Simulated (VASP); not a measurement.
Crystal: InGa2P3.

```
In Ga P
1.0
     3.86741    0.00000    0.00000
    -1.93370    3.34927    0.00000
     0.00000    0.00000    9.47317
In Ga P
1 2 3
Direct
  0.00000 0.00000 0.00000
  0.33333 0.66667 0.66667
  0.66667 0.33333 0.33333
  0.00000 0.00000 0.50000
  0.33333 0.66667 0.16667
  0.66667 0.33333 0.83333
```

- Program: VASP 6.6.1
- Task: relaxation of cell and atoms
- Functional: PBE
- Potentials or basis: VASP PAW PBE potentials, release 64 (In_d, Ga_d, P)
- Cutoff: 600 eV
- k mesh: 6 × 6 × 2
- Occupations: gaussian, width 0.1 eV
- Spin: no spin polarisation

At the start: pressure -5.9 GPa; volume 20.45 Å³/atom.

Where does the relaxation end?

Over 10 steps the energy falls by 70.0 meV/atom and the volume is 18.49 Å³/atom (-9.6 %); space group P-3m1 (No. 164, to 0.1 Å) before and after.

The path:
```
step  energy change (eV)  largest force (eV/Å)  pressure (GPa)  volume (Å³)
   1              0.0000                0.7410           -5.89       122.71
   2             -0.2774                0.9094            1.43       109.84
   3             -0.2785                0.9025            0.97       110.48
   4             -0.3551                0.5914            0.84       110.15
   5             -0.4128                0.1002            1.01       109.54
   6             -0.4152                0.0600           -1.04       112.04
   7             -0.4179                0.0762           -0.06       111.00
   8             -0.4179                0.0743           -0.18       111.05
   9             -0.4191                0.0557           -0.11       111.00
  10             -0.4198                0.0327           -0.08       110.94
```

Final structure:
```
In Ga P
1.0
     3.71739    0.00000    0.00000
    -1.85869    3.21935    0.00000
     0.00000    0.00000    9.27034
In Ga P
1 2 3
Direct
  0.00000 0.00000 0.00000
  0.33333 0.66667 0.66166
  0.66667 0.33333 0.33834
  0.00000 0.00000 0.50000
  0.33333 0.66667 0.18621
  0.66667 0.33333 0.81379
```
